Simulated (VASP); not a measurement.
# MgSc2C2 in VASP: a series of runs

The runs below take MgSc2C2 through single point, with PBE.

Program: VASP 6.6.1. These are calculated values, not measurements. Logs are shortened: lines on timing, memory, paths and dates and some standing lists are left out, and cuts for length are marked.

### 1 The cell of the first run

The typed cell holds 5 atoms: a = 4.220 Å, b = 4.220 Å, c = 5.500 Å, α = 90.00°, β = 90.00°, γ = 120.00°.

### 2 Single point, PBE

File INCAR:

```
SYSTEM = MgSc2C2
PREC = Accurate
ENCUT = 520
EDIFF = 1E-7
ISMEAR = 0
SIGMA = 0.1
LREAL = .FALSE.
LASPH = .TRUE.
NELM = 60
ALGO = Normal
ISIF = 2
LWAVE = .FALSE.
LCHARG = .FALSE.
GGA = PE
NBANDS = 24
```

File KPOINTS:

```
regular mesh
0
G
  6 6 4
  0 0 0
```

File POSCAR:

```
MgSc2C2
1.0
    4.2199745450     -0.0000000029      0.0000000000
   -2.1099872700      3.6546051608      0.0000000000
    0.0000000000      0.0000000000      5.4998036641
Mg Sc C
1 2 2
Direct
    0.0000000000      0.0000000000      0.3994933252
    0.3333333333      0.6666666667      0.8989654405
    0.6666666667      0.3333333333      0.8989654405
    0.0000000000      0.0000000000      0.7726391371
    0.0000000000      0.0000000000      0.0262728566
```

Potentials or basis: VASP PAW PBE potentials, release 64 (Mg, Sc_sv, C).

On the command line:

```sh
cat potpaw_PBE.64/Mg/POTCAR potpaw_PBE.64/Sc_sv/POTCAR potpaw_PBE.64/C/POTCAR > POTCAR
mpirun -np 1 vasp_std > vasp.out
```

OUTCAR:

```text
SYSTEM = MgSc2C2
   PREC = Accurate
   ENCUT = 520
   EDIFF = 1E-7
   ISMEAR = 0
   LREAL = .FALSE.
   LASPH = .TRUE.
   NELM = 60
   ISIF = 2
   GGA = PE

 ion  position               nearest neighbor table
   1  0.000  0.000  0.399-   4 2.05   5 2.05
   2  0.333  0.667  0.899-   3 2.44   3 2.44   3 2.44   4 2.53   4 2.53   4 2.53   5 2.54   5 2.54
                             5 2.54
   3  0.667  0.333  0.899-   2 2.44   2 2.44   2 2.44   4 2.53   4 2.53   4 2.53   5 2.54   5 2.54
                             5 2.54
   4  0.000  0.000  0.773-   5 1.39   1 2.05   3 2.53   2 2.53   3 2.53   2 2.53   3 2.53   2 2.53

   5  0.000  0.000  0.026-   4 1.39   1 2.05   3 2.54   2 2.54   3 2.54   2 2.54   3 2.54   2 2.54

  LATTYP: Found a hexagonal cell.
 ALAT       =     4.2199745450
 C/A-ratio  =     1.3032788718

  Lattice vectors:

 A1 = (   4.2199745450,  -0.0000000029,   0.0000000000)
 A2 = (  -2.1099872700,   3.6546051608,   0.0000000000)
 A3 = (   0.0000000000,   0.0000000000,   5.4998036641)

Analysis of symmetry for initial positions (statically):
=====================================================================
 Subroutine PRICEL returns:
 Original cell was already a primitive cell.

 Routine SETGRP: Setting up the symmetry group for a
 hexagonal supercell.

 Subroutine GETGRP returns: Found 12 space group operations
 (whereof 12 operations were pure point group operations)
 out of a pool of 24 trial point group operations.

The static configuration has the point symmetry C_6v.

Analysis of symmetry for dynamics (positions and initial velocities):
=====================================================================
 Subroutine PRICEL returns:
 Original cell was already a primitive cell.

 Routine SETGRP: Setting up the symmetry group for a
 hexagonal supercell.

 Subroutine GETGRP returns: Found 12 space group operations
 (whereof 12 operations were pure point group operations)
 out of a pool of 24 trial point group operations.

The dynamic configuration has the point symmetry C_6v.

 Subroutine INISYM returns: Found 12 space group operations
 (whereof 12 operations are pure point group operations),
 and found     1 'primitive' translations

----------------------------------------------------------------------------------------

                                     Primitive cell

  volume of cell :      84.8198

  direct lattice vectors                    reciprocal lattice vectors
     4.219974545 -0.000000003  0.000000000     0.236968254  0.136813685  0.000000000
    -2.109987270  3.654605161  0.000000000     0.000000000  0.273627371  0.000000000
     0.000000000  0.000000000  5.499803664     0.000000000  0.000000000  0.181824672

  length of vectors
     4.219974545  4.219974545  5.499803664     0.273627371  0.273627371  0.181824672

  position of ions in fractional coordinates (direct lattice)
     0.000000000  0.000000000  0.399493325
     0.333333333  0.666666667  0.898965440
     0.666666667  0.333333333  0.898965440
     0.000000000  0.000000000  0.772639137
     0.000000000  0.000000000  0.026272857

  ion indices of the primitive-cell ions
   primitive index   ion index
                 1           1
                 2           2
                 3           3
                 4           4
                 5           5

----------------------------------------------------------------------------------------

 KPOINTS: regular mesh

Automatic generation of k-mesh.
 Grid dimensions read from file:
 generate k-points for:    6    6    4

 Generating k-lattice:

  Cartesian coordinates                     Fractional coordinates (reciprocal lattice)
     0.039494709  0.022802281  0.000000000     0.166666667  0.000000000  0.000000000
     0.000000000  0.045604562  0.000000000     0.000000000  0.166666667  0.000000000
     0.000000000  0.000000000  0.045456168     0.000000000  0.000000000  0.250000000

  Length of vectors
     0.045604562  0.045604562  0.045456168

  Shift w.r.t. Gamma in fractional coordinates (k-lattice)
     0.000000000  0.000000000  0.000000000

 Subroutine IBZKPT returns following result:
 ===========================================

 Found     21 irreducible k-points:

 Following reciprocal coordinates:
            Coordinates               Weight
  0.000000  0.000000  0.000000      1.000000
  0.166667  0.000000  0.000000      6.000000
  0.333333  0.000000  0.000000      6.000000
  0.500000  0.000000  0.000000      3.000000
  0.166667  0.166667  0.000000      6.000000
  0.333333  0.166667  0.000000     12.000000
[... 13 lines left out ...]
  0.333333  0.166667  0.500000     12.000000
  0.333333  0.333333  0.500000      2.000000
   k-points           NKPTS =     21   k-points in BZ     NKDIM =     21   number of bands    NBANDS=     24
   number of dos      NEDOS =    301   number of ions     NIONS =      5
   total plane-waves  NPLWV =  43008
   dimension x,y,z NGX =    32 NGY =   32 NGZ =   42
   dimension x,y,z NGXF=    64 NGYF=   64 NGZF=   84
   ions per type =               1   2   2
   NGX,Y,Z   is equivalent  to a cutoff of  12.61, 12.61, 12.70 a.u.
   NGXF,Y,Z  is equivalent  to a cutoff of  25.21, 25.21, 25.39 a.u.
 SYSTEM =  MgSc2C2
   PREC   = accura    normal or accurate (medium, high low for compatibility)
   ISTART =      0    job   : 0-new  1-cont  2-samecut
   ICHARG =      2    charge: 1-file 2-atom 10-const
   ISPIN  =      1    spin polarized calculation?
   LNONCOLLINEAR =      F non collinear calculations
   LSORBIT =      F    spin-orbit coupling
   LASPH  =      T    aspherical Exc in radial PAW
   ENCUT  =  520.0 eV  38.22 Ry    6.18 a.u.   7.85  7.85 10.23*2*pi/ulx,y,z
   NELM   =     60;   NELMIN=  2; NELMDL= -5     # of ELM steps
   EDIFF  = 0.1E-06   stopping-criterion for ELM
   LREAL  =      F    real-space projection
   EDIFFG = 0.1E-05   stopping-criterion for IOM
   NSW    =      0    number of steps for IOM
   IBRION =     -1    ionic relax: 0-MD 1-quasi-New 2-CG
   NFREE  =      0    steps in history (QN), initial steepest desc. (CG)
   ISIF   =      2    stress and relaxation
   ISYM   =      2    0-nonsym 1-usesym 2-fastsym
   POTIM  = 0.5000    time-step for ionic-motion
   TEBEG  =    0.0;   TEEND  =   0.0 temperature during run
   PSTRESS=    0.0 pullay stress
   NELECT =      32.0000    total number of electrons
   NUPDOWN=      -1.0000    fix difference up-down
   EMIN   =  10.00;   EMAX   =-10.00  energy-range for DOS
   EFERMI =   0.00;   METHOD = LEGACY
   ISMEAR =     0;   SIGMA  =   0.10  broadening in eV -4-tet -1-fermi 0-gaus
   EFERMI_NEDOS =   21; number of points for ismear=-14 and -15
   IALGO  =     38    algorithm
   IMIX   =      4    mixing-type and parameters
     AMIX     =   0.40;   BMIX     =  1.00
     AMIX_MAG =   1.60;   BMIX_MAG =  1.00
  volume/ion in A,a.u.               =      16.96       114.48
  Fermi-wavevector in a.u.,A,eV,Ry     =   1.182930  2.235413 19.038946  1.399323
  Thomas-Fermi vector in A             =   2.319174
   LORBIT       =      0    0 simple, 1 ext, 2 COOP (PROOUT), +10 PAW based schemes
   GGA     = PE    functional components
   LHFCALC =     F    Hartree Fock is set to
   AEXX    =    0.0000 exact exchange contribution
   IVDW    =     0    specifies the selected vdW correction
   LEPSILON=     F    determine dielectric tensor
   LRPA    =     F    only Hartree local field effects (RPA)
 non-spin polarized calculation
 Gauss-broadening in eV      SIGMA  =   0.10
  energy-cutoff  :      520.00
  volume of cell :       84.82
 maximum number of plane-waves:      2312
 NGX is ok and might be reduce to    32
   NGX = 15   NGY = 15   NGZ = 21

 number of electron      32.0000003 magnetization

 Free energy of the ion-electron system (eV)
  ---------------------------------------------------
  ext. energy  EPLUGINS =         0.00000000
  ---------------------------------------------------
  free energy    TOTEN  =       -29.40458166 eV

  energy without entropy =      -29.39029344  energy(sigma->0) =      -29.39743755

 E-fermi :   4.0526     XC(G=0):  -9.6142

 val. band max:        4.0142622755   @ k =   0.0000   0.0000   0.5000
 cond. band min:       4.1068052748   @ k =   0.0000   0.0000   0.2500
 fundamental gap:      0.0925429993
 Fermi energy:         4.0525790493

 k-point     1 :       0.0000    0.0000    0.0000
  band No.  band energies     occupation
      1     -45.7593      2.00000
      2     -45.0654      2.00000
      3     -25.0512      2.00000
      4     -25.0512      2.00000
      5     -24.2123      2.00000
      6     -23.6998      2.00000
[... 16 lines left out ...]
     23       7.9605      0.00000
     24       8.4984      0.00000

 k-point     2 :       0.1667    0.0000    0.0000
  band No.  band energies     occupation
      1     -45.7199      2.00000
      2     -45.1082      2.00000
      3     -25.0982      2.00000
      4     -24.9891      2.00000
      5     -24.1822      2.00000
      6     -23.7304      2.00000
[... 16 lines left out ...]
     23       7.7328      0.00000
     24       8.1808      0.00000

 k-point     3 :       0.3333    0.0000    0.0000
  band No.  band energies     occupation
      1     -45.6175      2.00000
      2     -45.2174      2.00000
      3     -25.1834      2.00000
      4     -24.8511      2.00000
      5     -24.1044      2.00000
      6     -23.8089      2.00000
[... 16 lines left out ...]
     23       7.5177      0.00000
     24       7.9593      0.00000
[... 433 lines left out ...]
 k-point    20 :       0.3333    0.1667    0.5000
  band No.  band energies     occupation
      1     -45.5346      2.00000
      2     -45.3037      2.00000
      3     -25.2785      2.00000
      4     -24.6504      2.00000
      5     -24.0425      2.00000
      6     -23.9762      2.00000
[... 16 lines left out ...]
     23       7.1244      0.00000
     24       7.9214      0.00000

 k-point    21 :       0.3333    0.3333    0.5000
  band No.  band energies     occupation
      1     -45.4200      2.00000
      2     -45.4200      2.00000
      3     -25.3407      2.00000
      4     -24.3077      2.00000
      5     -24.3077      2.00000
      6     -23.9573      2.00000
[... 16 lines left out ...]
     23       6.7254      0.00000
     24       7.4070      0.00000

------------------------ aborting loop because EDIFF is reached ----------------------------------------

  FORCE on cell =-STRESS in cart. coord.  units (eV):
  Direction    XX          YY          ZZ          XY          YZ          ZX
  --------------------------------------------------------------------------------------
  -------------------------------------------------------------------------------------
  Total        0.2719225      0.2719225     -0.0853130     -0.0000000      0.0000000      0.0000000
  in kB        5.1363935      5.1363935     -1.6114929     -0.0000000      0.0000000      0.0000000
  external PRESSURE =       2.8870980 kB  Pullay stress =       0.0000000 kB

 VOLUME and BASIS-vectors are now :
 -----------------------------------------------------------------------------
  energy-cutoff  :      520.00
  volume of cell :       84.82
      direct lattice vectors                 reciprocal lattice vectors
     4.219974545 -0.000000003  0.000000000     0.236968254  0.136813685  0.000000000
    -2.109987270  3.654605161  0.000000000     0.000000000  0.273627371  0.000000000
     0.000000000  0.000000000  5.499803664     0.000000000  0.000000000  0.181824672

 POSITION                                       TOTAL-FORCE (eV/Angst)
 -----------------------------------------------------------------------------------
      0.00000      0.00000      2.19713        -0.000000      0.000000     -0.006296
      0.00000      2.43640      4.94413         0.000000     -0.000000      0.005073
      2.10999      1.21820      4.94413        -0.000000      0.000000      0.005073
      0.00000      0.00000      4.24936        -0.000000      0.000000     -0.103733
      0.00000      0.00000      0.14450        -0.000000      0.000000      0.099882
 -----------------------------------------------------------------------------------
    total drift:                                0.000000      0.000000     -0.000026

  FREE ENERGIE OF THE ION-ELECTRON SYSTEM (eV)
  ---------------------------------------------------
  free  energy   TOTEN  =       -29.4045816630 eV

  energy  without entropy=      -29.3902934400  energy(sigma->0) =      -29.39743755
```

Run time: 34 s. Hardware: 1 thread of Intel Xeon Platinum 8375C at 2.90GHz (Ice Lake), shared host; peak memory 0.21 GiB.

What came out:

```
Free energy            : -29.4046 eV
Pressure               : 0.3 GPa
Largest force          : 0.104 eV/Å
Band gap on the k mesh : zero (band 16 reaches 4.34 eV, above the bottom of band 17 at 3.35 eV)
```

Forces in eV/Å, atoms in the order of the input:
```
Mg   0.000  0.000 -0.006
Sc   0.000  0.000  0.005
Sc   0.000  0.000  0.005
C    0.000  0.000 -0.104
C    0.000  0.000  0.100
```

Levels at points of the mesh, in eV from the Fermi level:
| k point | band 14 | band 15 | band 16 | band 17 | band 18 | band 19 |
| --- | --- | --- | --- | --- | --- | --- |
| (0.00, 0.00, 0.00) | -0.14 | 0.15 | 0.15 | 0.24 | 0.24 | 1.49 |
| (0.50, 0.00, 0.00) | -1.79 | -0.93 | -0.76 | -0.70 | 0.61 | 1.28 |
| (0.00, 0.00, 0.50) | -0.63 | -0.04 | -0.04 | 0.14 | 0.14 | 0.94 |
| (0.50, 0.00, 0.50) | -2.14 | -1.98 | -0.63 | 0.70 | 0.90 | 1.26 |

### 3 Single point, PBE

This run uses another cell than the first one, of 16.89 Å³/atom, 0.996 times its volume.

INCAR: that of step 2 with these lines changed.

```diff
@@ -3,3 +3,3 @@
 ENCUT = 520
-EDIFF = 1E-7
+EDIFF = 1E-6
 ISMEAR = 0
@@ -8,3 +8,3 @@
 LASPH = .TRUE.
-NELM = 60
+NELM = 100
 ALGO = Normal
```

File KPOINTS:

```
regular mesh
0
G
  12 12 8
  0 0 0
```

File POSCAR:

```
MgSc2C2
1.0
    4.2139545469      0.0000000000      0.0000000000
   -2.1069772735      3.6493916880      0.0000000000
    0.0000000000      0.0000000000      5.4907989926
Mg Sc C
1 2 2
Direct
    0.0000000000      0.0000000000      0.0000000000
    0.3333333333      0.6666666667      0.5000000000
    0.6666666667      0.3333333333      0.5000000000
    0.0000000000      0.0000000000      0.3727748942
    0.0000000000      0.0000000000      0.6272251058
```

Potentials or basis: VASP PAW PBE potentials, release 64 (Mg, Sc_sv, C).

On the command line:

```sh
cat potpaw_PBE.64/Mg/POTCAR potpaw_PBE.64/Sc_sv/POTCAR potpaw_PBE.64/C/POTCAR > POTCAR
mpirun -np 1 vasp_std > vasp.out
```

It took 2.2 min on 1 thread of Intel Xeon Platinum 8375C at 2.90GHz (Ice Lake), shared host; peak memory 0.33 GiB.

Results (log left out):

```
Free energy            : -29.4203 eV
Pressure               : 0.3 GPa
Largest force          : 0.085 eV/Å
Band gap on the k mesh : zero (band 16 reaches 4.50 eV, above the bottom of band 17 at 3.40 eV)
```

Forces on the atoms (eV/Å):
```
Mg   0.000  0.000  0.000
Sc   0.000  0.000  0.000
Sc   0.000  0.000  0.000
C    0.000  0.000 -0.085
C    0.000  0.000  0.085
```

Stress tensor (GPa, compression positive):
```
0.46 0.00 0.00
0.00 0.46 0.00
0.00 0.00 0.08
```

Levels at points of the mesh, in eV from the Fermi level:
```csv
k point,band 12,band 13,band 14,band 15,band 16,band 17,band 18,band 19,band 20,band 21
"(0.00, 0.00, 0.00)",-5.28,-5.28,-0.09,0.20,0.20,0.31,0.31,1.58,1.59,1.59
"(0.50, 0.00, 0.00)",-4.89,-4.83,-1.74,-0.88,-0.72,-0.64,0.68,1.34,1.65,2.97
"(0.00, 0.00, 0.50)",-5.26,-4.57,-0.58,0.01,0.01,0.20,0.20,1.02,1.62,1.62
"(0.50, 0.00, 0.50)",-4.80,-3.97,-2.11,-1.94,-0.56,0.77,0.96,1.33,2.12,2.44
```
